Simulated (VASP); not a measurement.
## KF: single point with PBE

The system is KF.

```xyz
2
Lattice="0.0000 2.7372 2.7372 2.7372 0.0000 2.7372 2.7372 2.7372 0.0000" Properties=species:S:1:pos:R:3 pbc="T T T"
K     2.7372    2.7372    2.7372
F     0.0000    0.0000    0.0000
```

This cell differs from its parent crystal: volume scaled by 1.03.

| Quantity | Value |
| --- | --- |
| Program | VASP 6.6.1 |
| Task | single point |
| Functional | PBE |
| Potentials or basis | VASP PAW PBE potentials, release 64 (K_sv, F) |
| Cutoff | 520 eV |
| k mesh | 8 × 8 × 8 |
| Occupations | gaussian, width 0.02 eV |
| Spin | no spin polarisation |
| Dipole correction | no |
| Further INCAR settings | ALGO = Normal; EDIFF = 1e-06; NBANDS = 15 |

- Pressure: -0.8 GPa
- Band gap on the k mesh: 5.80 eV, direct

Levels at points of the mesh, in eV from the valence-band top:
```csv
k point,band 5,band 6,band 7,band 8,band 9,band 10,band 11,band 12
"(0.00, 0.00, 0.00)",-9.64,0.00,0.00,0.00,5.80,10.47,10.47,10.47
"(0.50, 0.00, 0.00)",-9.68,-0.72,-0.29,-0.29,8.76,10.08,11.73,11.73
"(0.50, 0.50, 0.00)",-9.81,-0.24,-0.07,-0.07,8.13,9.90,11.24,13.22
```

Wall time 12 s on 1 thread of AMD EPYC 9R45 96-Core Processor (Zen 5) (shared host), peak memory 0.14 GiB.

 A k mesh can miss the band edges.
